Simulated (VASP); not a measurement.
The system is MoSe3.

```
CELL_PARAMETERS angstrom
4.38954 0.00000 0.00000
0.00000 4.38954 0.00000
0.00000 0.00000 4.41303
ATOMIC_POSITIONS crystal
Mo 0.00000 0.00000 0.00000
Se 0.00000 0.50000 0.50000
Se 0.50000 0.00000 0.50000
Se 0.50000 0.50000 0.00000
```

The cell was generated, and may not be a known phase.

```yaml
Program: VASP 6.6.1
Task: relaxation of cell and atoms
Functional: PBE
Potentials_or_basis: VASP PAW PBE potentials, release 64 (Mo_sv, Se)
Cutoff: 600 eV
k_mesh: 4 × 4 × 4
Occupations: gaussian, width 0.1 eV
Spin: collinear spin
Starting_moments: "[1.0, 0.0, 0.0, 0.0] μB"
```

At the start: pressure -9.6 GPa; volume 21.26 Å³/atom.

Problem. How do energy, volume and symmetry change on relaxing?

Solution. Over 36 steps the energy falls by 278.7 meV/atom and the volume is 21.10 Å³/atom (-0.7 %); space group Pm-3m (No. 221, to 0.1 Å) before, P4/mmm (No. 123, to 0.1 Å); moment 0.00 μB per cell.

The path:
```tsv
step	energy change (eV)	largest force (eV/Å)	pressure (GPa)	volume (Å³)
1	0.0000	0.0000	-9.60	85.03
2	-0.2788	0.0000	6.56	70.30
3	-0.3598	0.0000	0.00	74.49
4	-0.3597	0.0000	0.27	74.29
5	-0.3610	0.0000	-0.15	74.60
6	-0.3631	0.0000	-1.36	75.56
7	-0.3633	0.0000	-1.38	75.59
8	-0.3639	0.0000	-1.45	75.65
9	-0.3651	0.0000	-1.60	75.78
10	-0.3680	0.0000	-1.88	76.04
11	-0.3753	0.0000	-2.40	76.55
12	-0.3984	0.0000	-3.39	77.56
13	-0.4674	0.0000	-5.41	79.51
14	-0.5342	0.0000	-8.07	83.16
15	-0.5348	0.0000	-8.11	83.23
16	-0.5365	0.0000	-8.18	83.41
17	-0.5403	0.0000	-8.32	83.78
18	-0.5506	0.0000	-8.54	84.49
19	-0.5770	0.0000	-8.90	85.88
20	-0.6489	0.0000	-9.21	88.47
21	-0.8464	0.0000	-7.73	92.91
22	-0.9262	0.0000	-0.96	98.99
23	-0.9415	0.0000	-5.55	95.53
24	-0.9606	0.0000	-5.46	94.38
25	-1.0121	0.0000	-5.08	90.94
26	-1.0355	0.0000	-3.26	83.99
27	-1.0401	0.0000	-3.82	85.62
28	-1.0400	0.0000	-4.24	87.00
29	-1.0631	0.0000	-3.61	86.66
30	-1.1076	0.0000	-1.52	85.63
31	-1.0588	0.0000	3.65	83.49
32	-1.1137	0.0000	-0.37	85.11
33	-1.1137	0.0000	-0.26	85.07
34	-1.1139	0.0000	-0.23	85.01
35	-1.1144	0.0000	-0.19	84.81
36	-1.1150	0.0000	-0.05	84.42
```

Final structure:
```xyz
4
Lattice="3.6916 0.0000 0.0000 0.0000 3.6916 0.0000 0.0000 0.0000 6.1945" Properties=species:S:1:pos:R:3 pbc="T T T"
Mo    0.0000    0.0000    0.0000
Se    0.0000    1.8458    3.0972
Se    1.8458    0.0000    3.0972
Se    1.8458    1.8458    0.0000
```

Caveat: a cell axis changed by over 15 % at a fixed basis, so the end point is rough.
